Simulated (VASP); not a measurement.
CuI (Marshite):

```
I Cu
1.0
     0.00000    3.03150    3.03150
     3.03150    0.00000    3.03150
     3.03150    3.03150    0.00000
I Cu
1 1
Direct
  0.00000 0.00000 0.00000
  0.75000 0.75000 0.75000
```

* Program: VASP 6.6.1
* Task: relaxation of cell and atoms
* Functional: LDA
* Potentials or basis: VASP PAW LDA potentials, release 64 (I, Cu)
* Cutoff: 600 eV
* k mesh: 8 × 8 × 8
* Occupations: fermi-dirac, width 0.05 eV
* Spin: no spin polarisation

At the start: pressure -4.2 GPa; volume 27.86 Å³/atom.

Where does the relaxation end?

Over 3 steps the energy falls by 39.3 meV/atom and the volume is 25.19 Å³/atom (-9.6 %); space group F-43m (No. 216, to 0.05 Å).

Step by step:
| step | energy change (eV) | largest force (eV/Å) | pressure (GPa) | volume (Å³) |
| --- | --- | --- | --- | --- |
| 1 | 0.0000 | 0.0000 | -4.16 | 55.72 |
| 2 | -0.0782 | 0.0000 | 0.33 | 50.09 |
| 3 | -0.0786 | 0.0000 | 0.11 | 50.37 |

Final structure:
```cif
data_structure
_symmetry_space_group_name_H-M 'P 1'
_symmetry_Int_Tables_number 1
_cell_length_a 4.1455
_cell_length_b 4.1455
_cell_length_c 4.1455
_cell_angle_alpha 60.000
_cell_angle_beta 60.000
_cell_angle_gamma 60.000
_cell_volume 50.37
loop_
_atom_site_label
_atom_site_type_symbol
_atom_site_fract_x
_atom_site_fract_y
_atom_site_fract_z
_atom_site_occupancy
I1 I 0.00000 0.00000 0.00000 1
Cu1 Cu 0.75000 0.75000 0.75000 1
```
